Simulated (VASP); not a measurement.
# Si (Pm-3m) in VASP: a series of runs

Si is run at these levels: PBE; tasks: single point, relaxation of cell and atoms.

Everything below comes from runs of VASP 6.6.1. Logs are shortened: lines on timing, memory, paths and dates and some standing lists are left out, and cuts for length are marked.

## 1. The cell of the first run

It takes space group Pm-3m (No. 221, cubic). Conventional cell: a = 2.284 Å, b = 2.284 Å, c = 2.284 Å, α = 90.00°, β = 90.00°, γ = 90.00°. Within 3.0 Å of Si (site symmetry m-3m) lie 6 Si at 2.28 Å.

## 2. Single point, PBE

Input file INCAR:

```
  PREC = Accurate
  ENCUT = 520
  EDIFF = 1E-7
  ISMEAR = 1
  SIGMA = 0.05
  LREAL = F
  LASPH = T
  NELM = 80
  ALGO = Normal
  ISIF = 2
  LWAVE = F
  LCHARG = F
  GGA = PE
  NBANDS = 8
```

Input file KPOINTS:

```
regular mesh
0
Gamma
  18 18 18
```

Input file POSCAR:

```
Si
1.0
    2.2835914166      0.0000000000      0.0000000000
    0.0000000000      2.2835914166      0.0000000000
    0.0000000000      0.0000000000      2.2835914166
Si
1
Direct
    0.0000000000      0.0000000000      0.0000000000
```

Potentials or basis: VASP PAW PBE potentials, release 64 (Si).

Command:

```bash
$ cat potpaw_PBE.64/Si/POTCAR > POTCAR
$ mpirun -np 1 vasp_std > vasp.out
```

OUTCAR:

```text
PREC = Accurate
   ENCUT = 520
   EDIFF = 1E-7
   ISMEAR = 1
   LREAL = F
   LASPH = T
   NELM = 80
   ISIF = 2
   GGA = PE

 ion  position               nearest neighbor table
   1  0.000  0.000  0.000-

  LATTYP: Found a simple cubic cell.
 ALAT       =     2.2835914166

  Lattice vectors:

 A1 = (   2.2835914166,   0.0000000000,   0.0000000000)
 A2 = (   0.0000000000,   2.2835914166,   0.0000000000)
 A3 = (   0.0000000000,   0.0000000000,   2.2835914166)

Analysis of symmetry for initial positions (statically):
=====================================================================
 Subroutine PRICEL returns:
 Original cell was already a primitive cell.

 Routine SETGRP: Setting up the symmetry group for a
 simple cubic supercell.

 Subroutine GETGRP returns: Found 48 space group operations
 (whereof 48 operations were pure point group operations)
 out of a pool of 48 trial point group operations.

The static configuration has the point symmetry O_h .

Analysis of symmetry for dynamics (positions and initial velocities):
=====================================================================
 Subroutine PRICEL returns:
 Original cell was already a primitive cell.

 Routine SETGRP: Setting up the symmetry group for a
 simple cubic supercell.

 Subroutine GETGRP returns: Found 48 space group operations
 (whereof 48 operations were pure point group operations)
 out of a pool of 48 trial point group operations.

The dynamic configuration has the point symmetry O_h .

 Subroutine INISYM returns: Found 48 space group operations
 (whereof 48 operations are pure point group operations),
 and found     1 'primitive' translations

----------------------------------------------------------------------------------------

                                     Primitive cell

  volume of cell :      11.9084

  direct lattice vectors                    reciprocal lattice vectors
     2.283591417  0.000000000  0.000000000     0.437906708  0.000000000  0.000000000
     0.000000000  2.283591417  0.000000000     0.000000000  0.437906708  0.000000000
     0.000000000  0.000000000  2.283591417     0.000000000  0.000000000  0.437906708

  length of vectors
     2.283591417  2.283591417  2.283591417     0.437906708  0.437906708  0.437906708

  position of ions in fractional coordinates (direct lattice)
     0.000000000  0.000000000  0.000000000

  ion indices of the primitive-cell ions
   primitive index   ion index
                 1           1
[... 74 lines left out ...]
   EDIFFG = 0.1E-05   stopping-criterion for IOM
   NSW    =      0    number of steps for IOM
   IBRION =     -1    ionic relax: 0-MD 1-quasi-New 2-CG
   NFREE  =      0    steps in history (QN), initial steepest desc. (CG)
   ISIF   =      2    stress and relaxation
   ISYM   =      2    0-nonsym 1-usesym 2-fastsym
   POTIM  = 0.5000    time-step for ionic-motion
   TEBEG  =    0.0;   TEEND  =   0.0 temperature during run
   PSTRESS=    0.0 pullay stress
   NELECT =       4.0000    total number of electrons
   NUPDOWN=      -1.0000    fix difference up-down
   EMIN   =  10.00;   EMAX   =-10.00  energy-range for DOS
   EFERMI =   0.00;   METHOD = LEGACY
   ISMEAR =     1;   SIGMA  =   0.05  broadening in eV -4-tet -1-fermi 0-gaus
   EFERMI_NEDOS =   21; number of points for ismear=-14 and -15
   IALGO  =     38    algorithm
   IMIX   =      4    mixing-type and parameters
     AMIX     =   0.40;   BMIX     =  1.00
     AMIX_MAG =   1.60;   BMIX_MAG =  1.00
  volume/ion in A,a.u.               =      11.91        80.36
  Fermi-wavevector in a.u.,A,eV,Ry     =   1.138002  2.150512 17.620211  1.295049
  Thomas-Fermi vector in A             =   2.274707
   LORBIT       =      0    0 simple, 1 ext, 2 COOP (PROOUT), +10 PAW based schemes
   GGA     = PE    functional components
   LHFCALC =     F    Hartree Fock is set to
   AEXX    =    0.0000 exact exchange contribution
   IVDW    =     0    specifies the selected vdW correction
   LEPSILON=     F    determine dielectric tensor
   LRPA    =     F    only Hartree local field effects (RPA)
 non-spin polarized calculation
 Methfessel and Paxton  Order N= 1 SIGMA  =   0.05
  energy-cutoff  :      520.00
  volume of cell :       11.91
 maximum number of plane-waves:       341
 NGX is ok and might be reduce to    18
   NGX =  9   NGY =  9   NGZ =  9

 number of electron       4.0000000 magnetization

 Free energy of the ion-electron system (eV)
  ---------------------------------------------------
  ext. energy  EPLUGINS =         0.00000000
  ---------------------------------------------------
  free energy    TOTEN  =        -4.44919668 eV

  energy without entropy =       -4.44916688  energy(sigma->0) =       -4.44918674

 E-fermi :  12.5793     XC(G=0): -11.8906

 val. band max:       12.5635401189   @ k =   0.3889   0.3889   0.2222
 cond. band min:      12.5952591691   @ k =   0.2222   0.2222   0.0556
 fundamental gap:      0.0317190502
 Fermi energy:        12.5792503637

 k-point     1 :       0.0000    0.0000    0.0000
  band No.  band energies     occupation
      1      -3.5829      2.00000
      2      20.0113      0.00000
      3      20.0113      0.00000
      4      22.4748      0.00000
      5      22.4748      0.00000
      6      22.4748      0.00000
      7      32.4736      0.00000
      8      41.9382      0.00000
[... 243 lines left out ...]
 k-point    24 :       0.3333    0.1111    0.0000
  band No.  band energies     occupation
      1      -0.2159      2.00000
      2       8.5804      2.00000
      3      19.4052      0.00000
      4      25.2234      0.00000
      5      25.6856      0.00000
      6      29.8426      0.00000
      7      32.7357      0.00000
      8      32.8718      0.00000

 [... further k-points ...]

------------------------ aborting loop because EDIFF is reached ----------------------------------------

  FORCE on cell =-STRESS in cart. coord.  units (eV):
  Direction    XX          YY          ZZ          XY          YZ          ZX
  --------------------------------------------------------------------------------------
  -------------------------------------------------------------------------------------
  Total        4.4452878      4.4452878      4.4452878      0.0000000      0.0000000      0.0000000
  in kB      598.0744694    598.0744694    598.0744694      0.0000000      0.0000000      0.0000000
  external PRESSURE =     598.0744694 kB  Pullay stress =       0.0000000 kB

 VOLUME and BASIS-vectors are now :
 -----------------------------------------------------------------------------
  energy-cutoff  :      520.00
  volume of cell :       11.91
      direct lattice vectors                 reciprocal lattice vectors
     2.283591417  0.000000000  0.000000000     0.437906708  0.000000000  0.000000000
     0.000000000  2.283591417  0.000000000     0.000000000  0.437906708  0.000000000
     0.000000000  0.000000000  2.283591417     0.000000000  0.000000000  0.437906708

 POSITION                                       TOTAL-FORCE (eV/Angst)
 -----------------------------------------------------------------------------------
      0.00000      0.00000      0.00000         0.000000      0.000000      0.000000
 -----------------------------------------------------------------------------------
    total drift:                               -0.000000      0.000000     -0.000000

  FREE ENERGIE OF THE ION-ELECTRON SYSTEM (eV)
  ---------------------------------------------------
  free  energy   TOTEN  =        -4.4491966776 eV

  energy  without entropy=       -4.4491668763  energy(sigma->0) =       -4.44918674
```

Run time: 7.6 s. Hardware: 1 thread of Intel Xeon 6975P-C (Granite Rapids), shared host; peak memory 0.12 GiB.

What came out:

| Item | Value |
| --- | --- |
| Free energy | -4.4492 eV |
| Pressure | 59.8 GPa |
| Band gap on the k mesh | zero (band 2 reaches 20.01 eV, above the bottom of band 3 at 9.84 eV) |

Levels at points of the mesh, in eV from the Fermi level:
```tsv
k point	band 1	band 2	band 3	band 4	band 5
(0.00, 0.00, 0.00)	-16.16	7.43	7.43	9.90	9.90
(0.50, 0.00, 0.00)	-9.90	-8.85	10.79	14.92	14.92
(0.50, 0.50, 0.00)	-3.87	-3.87	-2.74	-0.17	19.67
(0.50, 0.50, 0.50)	0.93	0.93	0.93	4.42	4.42
```

## 3. Single point, PBE

This run uses another cell than the first one, of 12.80 Å³/atom, 1.075 times its volume.

Input file INCAR:

```
SYSTEM = Si
ALGO = Normal
EDIFF = 1E-7
ENCUT = 520
GGA = PE
ISIF = 2
ISMEAR = 1
LASPH = .TRUE.
LCHARG = .TRUE.
LELF = .TRUE.
LREAL = .FALSE.
LVHAR = .TRUE.
LWAVE = .FALSE.
NBANDS = 8
NELM = 80
PREC = Accurate
SIGMA = 0.05
```

Input file KPOINTS:

```
k-points
0
G
  18 18 18
  0 0 0
```

Input file POSCAR:

```
Si
1.0
    2.3395012724      0.0000000000      0.0000000000
    0.0000000000      2.3395012724      0.0000000000
    0.0000000000      0.0000000000      2.3395012724
Si
1
Direct
    0.0000000000      0.0000000000      0.0000000000
```

Potentials or basis: VASP PAW PBE potentials, release 64 (Si).

Command:

```bash
$ cat potpaw_PBE.64/Si/POTCAR > POTCAR
$ mpirun -np 1 vasp_std > vasp.out
```

Wall time 7 s (1 thread of Intel Xeon 6975P-C (Granite Rapids), shared host); peak memory 0.12 GiB.

Results (log left out):

* Free energy: -4.7257 eV
* Pressure: 39.8 GPa
* Band gap on the k mesh: zero (band 2 reaches 18.91 eV, above the bottom of band 3 at 8.54 eV)

Levels at points of the mesh, in eV from the Fermi level:
| k point | band 1 | band 2 | band 3 | band 4 | band 5 | band 6 | band 7 |
| --- | --- | --- | --- | --- | --- | --- | --- |
| (0.00, 0.00, 0.00) | -15.45 | 7.40 | 7.40 | 9.28 | 9.28 | 9.28 | 18.77 |
| (0.50, 0.00, 0.00) | -9.62 | -8.31 | 10.57 | 13.87 | 13.87 | 15.80 | 15.80 |
| (0.50, 0.50, 0.00) | -3.68 | -3.68 | -2.98 | 0.22 | 18.51 | 19.00 | 19.00 |
| (0.50, 0.50, 0.50) | 0.76 | 0.76 | 0.76 | 4.56 | 4.56 | 4.56 | 7.15 |

## 4. Single point, PBE

This run uses another cell than the first one, of 14.06 Å³/atom, 1.180 times its volume.

Input file INCAR:

```
SYSTEM = Si
ALGO = Normal
EDIFF = 1E-6
ENCUT = 520
GGA = PE
ISIF = 2
ISMEAR = 1
LASPH = .True.
LCHARG = .True.
LELF = .True.
LREAL = .False.
LVHAR = .True.
LWAVE = .False.
NBANDS = 8
NELM = 60
PREC = Accurate
SIGMA = 0.05
```

Input file KPOINTS:

```
k-points
0
Gamma
  18 18 18
  0 0 0
```

Input file POSCAR:

```
Si
1.0
    2.4133428469      0.0000000000      0.0000000000
    0.0000000000      2.4133428469      0.0000000000
    0.0000000000      0.0000000000      2.4133428469
Si
1
Direct
    0.0000000000      0.0000000000      0.0000000000
```

Command:

```bash
$ cat potpaw_PBE.64/Si/POTCAR > POTCAR
$ mpirun -np 1 vasp_std > vasp.out
```

Run time: 6.9 s. Hardware: 1 thread of Intel Xeon 6975P-C (Granite Rapids), shared host; peak memory 0.12 GiB.

Results (log left out):

| Quantity | Value |
| --- | --- |
| Free energy | -4.9540 eV |
| Pressure | 19.9 GPa |
| Band gap on the k mesh | zero (band 2 reaches 17.58 eV, above the bottom of band 3 at 6.97 eV) |

Levels at points of the mesh, in eV from the Fermi level:
| k point | band 1 | band 2 | band 3 | band 4 | band 5 | band 6 | band 7 |
| --- | --- | --- | --- | --- | --- | --- | --- |
| (0.00, 0.00, 0.00) | -14.55 | 7.39 | 7.39 | 8.58 | 8.58 | 8.58 | 17.45 |
| (0.50, 0.00, 0.00) | -9.23 | -7.60 | 10.33 | 12.65 | 12.65 | 15.26 | 15.26 |
| (0.50, 0.50, 0.00) | -3.39 | -3.39 | -3.22 | 0.72 | 16.69 | 18.22 | 18.22 |
| (0.50, 0.50, 0.50) | 0.62 | 0.62 | 0.62 | 4.77 | 4.77 | 4.77 | 5.56 |

## 5. Single point, PBE

This run uses another cell than the first one, of 16.27 Å³/atom, 1.366 times its volume.

Input file INCAR:

```
PREC = Accurate
ENCUT = 520
EDIFF = 1E-6
ISMEAR = 1
SIGMA = 0.05
LREAL = F
LASPH = T
NELM = 80
ALGO = Normal
ISIF = 2
LWAVE = F
LCHARG = F
GGA = PE
NBANDS = 8
```

Input file KPOINTS:

```
regular mesh
0
Gamma
  18 18 18
```

Input file POSCAR:

```
Si
1.0
    2.5337984532      0.0000000000      0.0000000000
    0.0000000000      2.5337984532      0.0000000000
    0.0000000000      0.0000000000      2.5337984532
Si
1
Direct
    0.0000000000      0.0000000000      0.0000000000
```

Potentials or basis: VASP PAW PBE potentials, release 64 (Si).

Command:

```bash
$ cat potpaw_PBE.64/Si/POTCAR > POTCAR
$ mpirun -np 1 vasp_std > vasp.out
```

OUTCAR:

```text
PREC = Accurate
   ENCUT = 520
   EDIFF = 1E-6
   ISMEAR = 1
   LREAL = F
   LASPH = T
   NELM = 80
   ISIF = 2
   GGA = PE

 ion  position               nearest neighbor table
   1  0.000  0.000  0.000-

  LATTYP: Found a simple cubic cell.
 ALAT       =     2.5337984532

  Lattice vectors:

 A1 = (   2.5337984532,   0.0000000000,   0.0000000000)
 A2 = (   0.0000000000,   2.5337984532,   0.0000000000)
 A3 = (   0.0000000000,   0.0000000000,   2.5337984532)

[... 442 lines left out ...]
      8      25.4284      0.00000

 [... further k-points ...]

------------------------ aborting loop because EDIFF is reached ----------------------------------------

  FORCE on cell =-STRESS in cart. coord.  units (eV):
  Direction    XX          YY          ZZ          XY          YZ          ZX
  --------------------------------------------------------------------------------------
  -------------------------------------------------------------------------------------
  Total       -0.0001655     -0.0001655     -0.0001655      0.0000000      0.0000000      0.0000000
  in kB       -0.0163006     -0.0163006     -0.0163006      0.0000000      0.0000000      0.0000000
  external PRESSURE =      -0.0163006 kB  Pullay stress =       0.0000000 kB

 VOLUME and BASIS-vectors are now :
 -----------------------------------------------------------------------------
  energy-cutoff  :      520.00
  volume of cell :       16.27
      direct lattice vectors                 reciprocal lattice vectors
     2.533798453  0.000000000  0.000000000     0.394664382  0.000000000  0.000000000
     0.000000000  2.533798453  0.000000000     0.000000000  0.394664382  0.000000000
     0.000000000  0.000000000  2.533798453     0.000000000  0.000000000  0.394664382

 POSITION                                       TOTAL-FORCE (eV/Angst)
 -----------------------------------------------------------------------------------
      0.00000      0.00000      0.00000         0.000000      0.000000      0.000000
 -----------------------------------------------------------------------------------
    total drift:                               -0.000000     -0.000000      0.000000

  FREE ENERGIE OF THE ION-ELECTRON SYSTEM (eV)
  ---------------------------------------------------
  free  energy   TOTEN  =        -5.0746188983 eV

  energy  without entropy=       -5.0742977081  energy(sigma->0) =       -5.07451183
```

It took 8.8 s on 1 thread of Intel Xeon 6975P-C (Granite Rapids), shared host; peak memory 0.13 GiB.

What came out:

```
Free energy            : -5.0746 eV
Pressure               : 0.0 GPa
Band gap on the k mesh : zero (band 2 reaches 15.65 eV, above the bottom of band 3 at 5.35 eV)
```

## 6. Relaxation of cell and atoms, PBE

This run uses another cell than the first one, of 16.97 Å³/atom, 1.425 times its volume.

Input file INCAR:

```
SYSTEM = Si
PREC     = Accurate       ! precision mode
ENCUT    = 600            ! plane-wave cutoff, eV
EDIFF    = 1E-6           ! SCF threshold, eV
ISMEAR   = 1              ! smearing method
SIGMA    = 0.05           ! smearing width, eV
LREAL    = .False.        ! projectors in reciprocal space
LASPH    = .True.         ! aspherical terms in the spheres
NELM     = 80             ! most SCF steps
ALGO     = Normal         ! electronic algorithm
ISIF     = 3              ! what is computed and relaxed
LWAVE    = .False.        ! write WAVECAR
LCHARG   = .False.        ! write CHGCAR
GGA      = PE             ! functional
IBRION   = 2              ! ionic algorithm
NSW      = 60             ! ionic steps
EDIFFG   = -0.02          ! ionic threshold
```

Input file KPOINTS:

```
regular mesh
0
Gamma
  18 18 18
  0 0 0
```

Input file POSCAR:

```
Si
1.0
    2.5700000000      0.0000000000      0.0000000000
    0.0000000000      2.5700000000      0.0000000000
    0.0000000000      0.0000000000      2.5700000000
Si
1
Direct
    0.0000000000      0.0000000000      0.0000000000
```

Potentials or basis: VASP PAW PBE potentials, release 64 (Si).

Command:

```bash
$ cat potpaw_PBE.64/Si/POTCAR > POTCAR
$ mpirun -np 1 vasp_std > vasp.out
```

Run time: 14 s. Hardware: 1 thread of Intel Xeon 6975P-C (Granite Rapids), shared host; peak memory 0.15 GiB.

Results (log left out):

```
Free energy                            : -5.0747 eV
Relaxed volume                         : 16.27 Å³/atom
Relaxed cell                           : a = 2.534 Å, b = 2.534 Å, c = 2.534 Å, α = 90.00°, β = 90.00°, γ = 90.00°
Space group after relaxing (to 0.05 Å) : Pm-3m (No. 221)
Energy gained by relaxing              : 8.9 meV/atom
Ionic steps                            : 3
Pressure after relaxing                : 0.0 GPa
Band gap on the k mesh                 : zero (band 2 reaches 15.65 eV, above the bottom of band 3 at 5.35 eV)
```

Step by step:
```csv
step,energy change (eV),largest force (eV/Å),pressure (GPa),volume (Å³)
1,0.0000,0.0000,-3.90,16.97
2,-0.0073,0.0000,1.86,15.98
3,-0.0089,0.0000,0.01,16.27
```

Final structure:
```cif
data_structure
_symmetry_space_group_name_H-M 'P 1'
_symmetry_Int_Tables_number 1
_cell_length_a 2.5338
_cell_length_b 2.5338
_cell_length_c 2.5338
_cell_angle_alpha 90.000
_cell_angle_beta 90.000
_cell_angle_gamma 90.000
_cell_volume 16.27
loop_
_atom_site_label
_atom_site_type_symbol
_atom_site_fract_x
_atom_site_fract_y
_atom_site_fract_z
_atom_site_occupancy
Si1 Si 0.00000 0.00000 0.00000 1
```

Levels at points of the mesh, in eV from the Fermi level:
| k point | band 1 | band 2 | band 3 | band 4 | band 5 |
| --- | --- | --- | --- | --- | --- |
| (0.00, 0.00, 0.00) | -13.21 | 7.38 | 7.38 | 7.60 | 7.60 |
| (0.50, 0.00, 0.00) | -8.64 | -6.55 | 10.00 | 10.95 | 10.95 |
| (0.50, 0.50, 0.00) | -3.55 | -2.92 | -2.92 | 1.46 | 14.20 |
| (0.50, 0.50, 0.50) | 0.49 | 0.49 | 0.49 | 3.43 | 5.08 |

## 7. Summary

```csv
task,cell,cutoff (eV),gap on the mesh (eV),pressure (GPa)
single point,"a = 2.284 Å, 1 atom",520,none,59.8
single point,"a = 2.340 Å, 1 atom",520,none,39.8
single point,"a = 2.413 Å, 1 atom",520,none,19.9
single point,"a = 2.534 Å, 1 atom",520,none,0.0
relaxation of cell and atoms,"relaxed from a = 2.570 Å, 1 atom",600,none,0.0
```

Alike in all rows: level PBE; potentials or basis VASP PAW PBE potentials, release 64 (Si); no spin polarisation; k mesh 18 × 18 × 18; smearing methfessel-paxton 0.05 eV.

Total energies depend on the potentials used, so only differences within one code and one set of settings carry meaning.
